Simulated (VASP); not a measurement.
# Ta2B2O (P2/m) in VASP: single point with r2SCAN

Aim: the single point of Ta2B2O with r2SCAN.

Everything below comes from runs of VASP 6.6.1. Logs are shortened: lines on timing, memory, paths and dates and some standing lists are left out, and cuts for length are marked.

## Step 1: The cell of the first run

The structure is monoclinic, space group P2/m (No. 10). Conventional cell: a = 5.404 Å, b = 3.080 Å, c = 6.698 Å, α = 90.00°, β = 103.57°, γ = 90.00°. Within 2.8 Å of Ta (site symmetry m) lie 2 O at 2.12 Å and 6 B at 2.39 to 2.42 Å. Within 2.8 Å of Ta (site symmetry m) lie 2 O at 2.13 to 2.20 Å and 6 B at 2.41 to 2.43 Å. Within 2.5 Å of B (site symmetry m) lie 3 B at 1.78 to 1.81 Å and 6 Ta at 2.39 to 2.43 Å. B (site symmetry m) has 3 B at 1.78 to 1.80 Å and 6 Ta at 2.39 to 2.42 Å within 2.5 Å. O (site symmetry m) has 4 Ta at 2.12 to 2.20 Å and 1 O at 2.36 Å and 1 B at 2.77 Å within 2.8 Å.

## Step 2: Single point, r2SCAN

Input file POSCAR:

```
Ta2B2O
1.0
    5.4036571245      0.0000000000     -0.0070357462
    0.0000000000      3.0804110364      0.0000000000
   -1.5632478888      0.0000000000      6.5129510843
Ta B O
4 4 2
Direct
    0.9326727232      0.5000000000      0.2556149050
    0.4242397858      0.0000000000      0.2500527537
    0.0673272768      0.5000000000      0.7443850950
    0.5757602142      0.0000000000      0.7499472463
    0.8318434164      0.0000000000      0.4983429231
    0.3336899175      0.5000000000      0.4997970009
    0.1681565836      0.0000000000      0.5016570769
    0.6663100825      0.5000000000      0.5002029991
    0.7205509204      0.0000000000      0.0737799255
    0.2794490796      0.0000000000      0.9262200745
```

Input file INCAR.step1:

```
PREC = Accurate
ENCUT = 520
ISMEAR = 0
SIGMA = 0.1
LREAL = F
LASPH = T
NELM = 100
NBANDS = 45
GGA = PE
ALGO = Normal
EDIFF = 1E-4
LWAVE = T
LCHARG = F
```

Input file INCAR.step2:

```
PREC = Accurate
ENCUT = 520
EDIFF = 1E-6
ISMEAR = 0
SIGMA = 0.1
LREAL = F
LASPH = T
NELM = 100
ALGO = Normal
ISIF = 2
LWAVE = F
LCHARG = T
METAGGA = R2SCAN
LMIXTAU = T
LELF = T
LVHAR = T
NBANDS = 45
ISTART = 1
```

Input file KPOINTS:

```
regular mesh
0
Gamma
  6 10 6
```

Potentials or basis: VASP PAW PBE potentials, release 64 (Ta_pv, B, O).

Launch:

```bash
> cat potpaw_PBE.64/Ta_pv/POTCAR potpaw_PBE.64/B/POTCAR potpaw_PBE.64/O/POTCAR > POTCAR
> cp INCAR.step1 INCAR
> mpirun -np 1 vasp_std > vasp.out
> cp INCAR.step2 INCAR
> mpirun -np 1 vasp_std > vasp.out
```

OUTCAR:

```text
PREC = Accurate
   ENCUT = 520
   EDIFF = 1E-6
   ISMEAR = 0
   LREAL = F
   LASPH = T
   NELM = 100
   ISIF = 2
   METAGGA = R2SCAN
   ISTART = 1

 ion  position               nearest neighbor table
   1  0.933  0.500  0.256-   9 2.12   9 2.12   6 2.39   7 2.39   7 2.39   5 2.39   5 2.39   8 2.42
                             2 3.08   2 3.08   2 3.14   2 3.14   3 3.18
   2  0.424  0.000  0.250-  10 2.13   9 2.20   6 2.41   6 2.41   7 2.42   8 2.42   8 2.42   5 2.43
                             1 3.08   1 3.08   1 3.14   1 3.14   4 3.25
   3  0.067  0.500  0.744-  10 2.12  10 2.12   8 2.39   5 2.39   5 2.39   7 2.39   7 2.39   6 2.42
                             4 3.08   4 3.08   4 3.14   4 3.14   1 3.18
   4  0.576  0.000  0.750-   9 2.13  10 2.20   8 2.41   8 2.41   5 2.42   6 2.42   6 2.42   7 2.43
                             3 3.08   3 3.08   3 3.14   3 3.14   2 3.25
   5  0.832  0.000  0.498-   8 1.78   8 1.78   7 1.81   3 2.39   3 2.39   1 2.39   1 2.39   4 2.42
                             2 2.43
   6  0.334  0.500  0.500-   7 1.78   7 1.78   8 1.80   1 2.39   2 2.41   2 2.41   4 2.42   4 2.42
                             3 2.42
   7  0.168  0.000  0.502-   6 1.78   6 1.78   5 1.81   1 2.39   1 2.39   3 2.39   3 2.39   2 2.42
                             4 2.43
   8  0.666  0.500  0.500-   5 1.78   5 1.78   6 1.80   3 2.39   4 2.41   4 2.41   2 2.42   2 2.42
                             1 2.42
   9  0.721  0.000  0.074-   1 2.12   1 2.12   4 2.13   2 2.20
  10  0.279  0.000  0.926-   3 2.12   3 2.12   2 2.13   4 2.20

  LATTYP: Found a simple monoclinic cell.
 ALAT       =     5.4036617049
 B/A-ratio  =     0.5700599343
 C/A-ratio  =     1.2395170303
 COS(beta)  =    -0.2346585400

  Lattice vectors:

 A1 = (   5.4036571245,   0.0000000000,  -0.0070357462)
 A2 = (   0.0000000000,   3.0804110364,   0.0000000000)
 A3 = (  -1.5632478888,   0.0000000000,   6.5129510843)

Analysis of symmetry for initial positions (statically):
=====================================================================
 Subroutine PRICEL returns:
 Original cell was already a primitive cell.

 Routine SETGRP: Setting up the symmetry group for a
 simple monoclinic supercell.

 Subroutine GETGRP returns: Found  4 space group operations
 (whereof  4 operations were pure point group operations)
 out of a pool of  4 trial point group operations.

The static configuration has the point symmetry C_2h.

Analysis of symmetry for dynamics (positions and initial velocities):
=====================================================================
 Subroutine PRICEL returns:
 Original cell was already a primitive cell.

 Routine SETGRP: Setting up the symmetry group for a
 simple monoclinic supercell.

 Subroutine GETGRP returns: Found  4 space group operations
 (whereof  4 operations were pure point group operations)
 out of a pool of  4 trial point group operations.

The dynamic configuration has the point symmetry C_2h.

 Subroutine INISYM returns: Found  4 space group operations
 (whereof  4 operations are pure point group operations),
 and found     1 'primitive' translations

----------------------------------------------------------------------------------------

                                     Primitive cell

  volume of cell :     108.3773

  direct lattice vectors                    reciprocal lattice vectors
     5.403657124  0.000000000 -0.007035746     0.185117707  0.000000000  0.044432218
     0.000000000  3.080411036  0.000000000     0.000000000  0.324632001  0.000000000
    -1.563247889  0.000000000  6.512951084     0.000199977  0.000000000  0.153588228

  length of vectors
     5.403661705  3.080411036  6.697930709     0.190375385  0.324632001  0.153588358

  position of ions in fractional coordinates (direct lattice)
     0.932672723  0.500000000  0.255614905
     0.424239786  0.000000000  0.250052754
     0.067327277  0.500000000  0.744385095
     0.575760214  0.000000000  0.749947246
     0.831843416  0.000000000  0.498342923
     0.333689918  0.500000000  0.499797001
     0.168156584  0.000000000  0.501657077
     0.666310082  0.500000000  0.500202999
     0.720550920  0.000000000  0.073779925
     0.279449080  0.000000000  0.926220075

  ion indices of the primitive-cell ions
   primitive index   ion index
                 1           1
                 2           2
                 3           3
                 4           4
                 5           5
                 6           6
                 7           7
                 8           8
                 9           9
                10          10

----------------------------------------------------------------------------------------

 KPOINTS: regular mesh

Automatic generation of k-mesh.
 Grid dimensions read from file:
 generate k-points for:    6   10    6

 Generating k-lattice:

  Cartesian coordinates                     Fractional coordinates (reciprocal lattice)
     0.030852951  0.000000000  0.007405370     0.166666667  0.000000000  0.000000000
     0.000000000  0.032463200  0.000000000     0.000000000  0.100000000  0.000000000
     0.000033330  0.000000000  0.025598038     0.000000000  0.000000000  0.166666667

  Length of vectors
     0.031729231  0.032463200  0.025598060

  Shift w.r.t. Gamma in fractional coordinates (k-lattice)
     0.000000000  0.000000000  0.000000000

 Subroutine IBZKPT returns following result:
 ===========================================

 Found    120 irreducible k-points:

 Following reciprocal coordinates:
            Coordinates               Weight
  0.000000  0.000000  0.000000      1.000000
  0.166667  0.000000  0.000000      2.000000
  0.333333  0.000000  0.000000      2.000000
  0.500000  0.000000 -0.000000      1.000000
  0.000000  0.100000  0.000000      2.000000
  0.166667  0.100000  0.000000      4.000000
[... 16 lines left out ...]
  0.333333  0.500000  0.000000      2.000000
  0.500000  0.500000 -0.000000      1.000000
 [... further k-points ...]
   k-points           NKPTS =    120   k-points in BZ     NKDIM =    120   number of bands    NBANDS=     45
   number of dos      NEDOS =    301   number of ions     NIONS =     10
   total plane-waves  NPLWV =  48000
   dimension x,y,z NGX =    40 NGY =   24 NGZ =   50
   dimension x,y,z NGXF=    80 NGYF=   48 NGZF=  100
   ions per type =               4   4   2
   NGX,Y,Z   is equivalent  to a cutoff of  12.31, 12.95, 12.41 a.u.
   NGXF,Y,Z  is equivalent  to a cutoff of  24.61, 25.91, 24.82 a.u.
 SYSTEM =  unknown system
   PREC   = accura    normal or accurate (medium, high low for compatibility)
   ISTART =      1    job   : 0-new  1-cont  2-samecut
   ICHARG =      0    charge: 1-file 2-atom 10-const
   ISPIN  =      1    spin polarized calculation?
   LNONCOLLINEAR =      F non collinear calculations
   LSORBIT =      F    spin-orbit coupling
   LASPH  =      T    aspherical Exc in radial PAW
   ENCUT  =  520.0 eV  38.22 Ry    6.18 a.u.  10.05  5.73 12.45*2*pi/ulx,y,z
   NELM   =    100;   NELMIN=  2; NELMDL=  0     # of ELM steps
   EDIFF  = 0.1E-05   stopping-criterion for ELM
   LREAL  =      F    real-space projection
   EDIFFG = 0.1E-04   stopping-criterion for IOM
   NSW    =      0    number of steps for IOM
   IBRION =     -1    ionic relax: 0-MD 1-quasi-New 2-CG
   NFREE  =      0    steps in history (QN), initial steepest desc. (CG)
   ISIF   =      2    stress and relaxation
   ISYM   =      2    0-nonsym 1-usesym 2-fastsym
   POTIM  = 0.5000    time-step for ionic-motion
   TEBEG  =    0.0;   TEEND  =   0.0 temperature during run
   PSTRESS=    0.0 pullay stress
   NELECT =      68.0000    total number of electrons
   NUPDOWN=      -1.0000    fix difference up-down
   EMIN   =  10.00;   EMAX   =-10.00  energy-range for DOS
   EFERMI =   0.00;   METHOD = LEGACY
   ISMEAR =     0;   SIGMA  =   0.10  broadening in eV -4-tet -1-fermi 0-gaus
   EFERMI_NEDOS =   21; number of points for ismear=-14 and -15
   IALGO  =     38    algorithm
   IMIX   =      4    mixing-type and parameters
     AMIX     =   0.40;   BMIX     =  1.00
     AMIX_MAG =   1.60;   BMIX_MAG =  1.00
  volume/ion in A,a.u.               =      10.84        73.14
  Fermi-wavevector in a.u.,A,eV,Ry     =   1.401517  2.648483 26.725233  1.964249
  Thomas-Fermi vector in A             =   2.524370
   LORBIT       =      0    0 simple, 1 ext, 2 COOP (PROOUT), +10 PAW based schemes
   METAGGA = R2SCAN    functional components
   LHFCALC =     F    Hartree Fock is set to
   AEXX    =    0.0000 exact exchange contribution
   IVDW    =     0    specifies the selected vdW correction
   LEPSILON=     F    determine dielectric tensor
   LRPA    =     F    only Hartree local field effects (RPA)
 non-spin polarized calculation
 Gauss-broadening in eV      SIGMA  =   0.10
  energy-cutoff  :      520.00
  volume of cell :      108.38
 maximum number of plane-waves:      2952
   NGX = 21   NGY = 11   NGZ = 25

 number of electron      68.0000013 magnetization

 Free energy of the ion-electron system (eV)
  ---------------------------------------------------
  ext. energy  EPLUGINS =         0.00000000
  ---------------------------------------------------
  free energy    TOTEN  =      -247.04317759 eV

  energy without entropy =     -247.02658767  energy(sigma->0) =     -247.03488263

 E-fermi :   7.4423     XC(G=0): -13.5334

 val. band max:        7.4417551764   @ k =   0.0000   0.3000   0.1667
 cond. band min:       7.4481380364   @ k =  -0.1667   0.4000   0.3333
 fundamental gap:      0.0063828601
 Fermi energy:         7.4423202376

 k-point     1 :       0.0000    0.0000    0.0000
  band No.  band energies     occupation
      1     -29.5827      2.00000
      2     -29.4677      2.00000
      3     -29.3639      2.00000
      4     -29.3106      2.00000
      5     -29.2211      2.00000
      6     -29.1435      2.00000
[... 37 lines left out ...]
     44      11.1130      0.00000
     45      11.5166      0.00000
[... 1063 lines left out ...]
      5     -29.3058      2.00000
      6     -29.2909      2.00000
[... 37 lines left out ...]
     44      11.5766      0.00000
     45      11.8743      0.00000

 [... further k-points ...]

------------------------ aborting loop because EDIFF is reached ----------------------------------------

  FORCE on cell =-STRESS in cart. coord.  units (eV):
  Direction    XX          YY          ZZ          XY          YZ          ZX
  --------------------------------------------------------------------------------------
  -------------------------------------------------------------------------------------
  Total       -1.8221256     -2.1304903     -2.3170441      0.0000000      0.0000000     -0.1980402
  in kB      -26.9370703    -31.4957259    -34.2536099      0.0000000      0.0000000     -2.9276925
  external PRESSURE =     -30.8954687 kB  Pullay stress =       0.0000000 kB

 VOLUME and BASIS-vectors are now :
 -----------------------------------------------------------------------------
  energy-cutoff  :      520.00
  volume of cell :      108.38
      direct lattice vectors                 reciprocal lattice vectors
     5.403657124  0.000000000 -0.007035746     0.185117707  0.000000000  0.044432218
     0.000000000  3.080411036  0.000000000     0.000000000  0.324632001  0.000000000
    -1.563247889  0.000000000  6.512951084     0.000199977  0.000000000  0.153588228

 POSITION                                       TOTAL-FORCE (eV/Angst)
 -----------------------------------------------------------------------------------
      4.64025      1.54021      1.65825         0.019388     -0.000000      0.110065
      1.90155      0.00000      1.62560        -0.093047     -0.000000     -0.052240
     -0.79984      1.54021      4.84767        -0.019388      0.000000     -0.110065
      1.93886      0.00000      4.88032         0.093047      0.000000      0.052240
      3.71596      0.00000      3.23983         0.033765      0.000000      0.000098
      1.02184      1.54021      3.25281        -0.047906     -0.000000      0.048882
      0.12445      0.00000      3.26608        -0.033765     -0.000000     -0.000098
      2.81857      1.54021      3.25311         0.047906      0.000000     -0.048882
      3.77827      0.00000      0.47546        -0.015402     -0.000000      0.081525
      0.06214      0.00000      6.03046         0.015402      0.000000     -0.081525
 -----------------------------------------------------------------------------------
    total drift:                                0.000000      0.000000     -0.000000

  FREE ENERGIE OF THE ION-ELECTRON SYSTEM (eV)
  ---------------------------------------------------
  free  energy   TOTEN  =      -247.0431775860 eV

  energy  without entropy=     -247.0265876690  energy(sigma->0) =     -247.03488263
```

Run time: 34 min. Hardware: 1 thread of Oxide Virtual Turin-like, shared host; peak memory 0.52 GiB.

What came out:

| Quantity | Value |
| --- | --- |
| Free energy | -247.0432 eV |
| Pressure | -3.1 GPa |
| Largest force | 0.112 eV/Å |
| Band gap on the k mesh | zero (bands 34 and 35 overlap by 2.09 eV) |

Forces in eV/Å, atoms in the order of the input:
```
Ta   0.019  0.000  0.110
Ta  -0.093  0.000 -0.052
Ta  -0.019  0.000 -0.110
Ta   0.093  0.000  0.052
B    0.034  0.000  0.000
B   -0.048  0.000  0.049
B   -0.034  0.000  0.000
B    0.048  0.000 -0.049
O   -0.015  0.000  0.082
O    0.015  0.000 -0.082
```

Caveat: the cell stands under tension; the PAW data sets were made with another functional, which shifts forces and pressure a little; spin-orbit coupling is left out, which moves the levels of the heavy elements.
